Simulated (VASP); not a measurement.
A run of VASP 6.6.1 is set up as follows.

File INCAR:

```
PREC = Accurate ; ENCUT = 400
EDIFF = 1E-6 ; ISMEAR = 0
SIGMA = 0.05 ; LREAL = False
LASPH = True ; NELM = 120
ALGO = Normal ; ISIF = 2
LWAVE = False ; LCHARG = False
GGA = CA ; NBANDS = 20
GGA_COMPAT = False
```

KPOINTS

```
Automatic mesh
0
Gamma
  2 2 2
  0.5 0.5 0.5
```

File POSCAR:

```
Al
1.0
    0.0000000000      4.0496100000      4.0496100000
    4.0496100000      0.0000000000      4.0496100000
    4.0496100000      4.0496100000      0.0000000000
Al
7
Direct
    0.0000000000      0.0000000000      0.3333333333
    0.0000000000      0.5000000000      0.0000000000
    0.0000000000      0.5000000000      0.5000000000
    0.5000000000      0.0000000000      0.0000000000
    0.5000000000      0.0000000000      0.5000000000
    0.5000000000      0.5000000000      0.0000000000
    0.5000000000      0.5000000000      0.5000000000
```

Potentials or basis: VASP PAW LDA potentials, release 64 (Al).

Run with:

```console
$ cat potpaw_LDA.64/Al/POTCAR > POTCAR
$ mpirun -np 1 vasp_std > vasp.out
```

Problem. Estimate the largest force.

Solution. 0.787 eV/Å.

Problem. What does it give for the pressure?

Solution. -2.8 GPa.

Forces on the atoms (eV/Å):
```
Al   0.498  0.498  0.000
Al   0.196 -0.418  0.637
Al  -0.418  0.196 -0.637
Al  -0.418  0.196  0.637
Al   0.196 -0.418 -0.637
Al  -0.177 -0.177  0.000
Al   0.124  0.124  0.000
```

Caveat: the k points lie up to 0.67 Å⁻¹ apart.
